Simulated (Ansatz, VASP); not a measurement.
## Ag2O3: VASP beside Ansatz

```
Ag O
1.0
     5.08898    0.00000    0.00000
     0.00000    5.08898    0.00000
     0.00000    0.00000    5.08898
Ag O
4 6
Direct
  0.25000 0.25000 0.25000
  0.25000 0.75000 0.75000
  0.75000 0.75000 0.25000
  0.75000 0.25000 0.75000
  0.50000 0.00000 0.00000
  0.50000 0.00000 0.50000
  0.00000 0.50000 0.00000
  0.50000 0.50000 0.00000
  0.00000 0.50000 0.50000
  0.00000 0.00000 0.50000
```

Alike in both runs: functional r2SCAN; k mesh 7 × 7 × 7; occupations fermi-dirac, width 0.1 eV; no spin polarisation.

Ansatz relaxed the structure, and its values are those at the end. VASP's run is a single point on that final structure, the one shown.

|  | VASP | Ansatz |
| --- | --- | --- |
| version | VASP 6.6.1 | Ansatz 0.2.0 |
| potentials or method | VASP PAW PBE potentials, release 64 (Ag, O), cutoff 520 eV | PAW plane waves |
| valence electrons in the cell | 80 | 112 |

VASP gave:

- pressure (GPa): -5.2

Problem. Which values does Ansatz return?

Solution. Pressure (GPa): -5.3.

VASP's potentials were made for PBE, not for r2SCAN. VASP's potentials hold 80 valence electrons a cell and Ansatz's 112, so a difference there can come from the potentials and not from the codes. Ansatz's warnings: stress scf threshold loose.
